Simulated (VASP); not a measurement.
GaS3:

```
Ga S
1.0
    -2.93887    2.93887    2.93887
     2.93887   -2.93887    2.93887
     2.93887    2.93887   -2.93887
Ga S
1 3
Cartesian
  0.0000 0.0000 0.0000
  2.9389 0.0000 0.0000
  0.0000 2.9389 0.0000
  0.0000 0.0000 2.9389
```

| Property | Result |
| --- | --- |
| Program | VASP 6.6.1 |
| Task | relaxation of cell and atoms |
| Functional | PBE |
| Potentials or basis | VASP PAW PBE potentials, release 64 (Ga_d, S) |
| Cutoff | 600 eV |
| k mesh | 4 × 4 × 4 |
| Occupations | gaussian, width 0.1 eV |
| Spin | no spin polarisation |

At the start: pressure -10.9 GPa; volume 25.38 Å³/atom.

Where does the relaxation end?

Over 3 steps the energy falls by 366.6 meV/atom and the volume is 17.88 Å³/atom (-29.6 %); space group Im-3m (No. 229, to 0.05 Å).

Step by step:
| step | energy change (eV) | largest force (eV/Å) | pressure (GPa) | volume (Å³) |
| --- | --- | --- | --- | --- |
| 1 | 0.0000 | 0.0000 | -10.88 | 101.53 |
| 2 | -1.3348 | 0.0000 | -5.61 | 78.26 |
| 3 | -1.4663 | 0.0000 | -0.15 | 71.52 |

Final structure:
```xyz
4
Lattice="-2.6150 2.6150 2.6150 2.6150 -2.6150 2.6150 2.6150 2.6150 -2.6150" Properties=species:S:1:pos:R:3 pbc="T T T"
Ga    0.0000    0.0000    0.0000
S     2.6150    0.0000    0.0000
S     0.0000    2.6150    0.0000
S     0.0000    0.0000    2.6150
```

Caveat: the k points lie up to 0.42 Å⁻¹ apart in the final cell; the volume moved by over 15 % at a fixed basis, so the end points are rough.
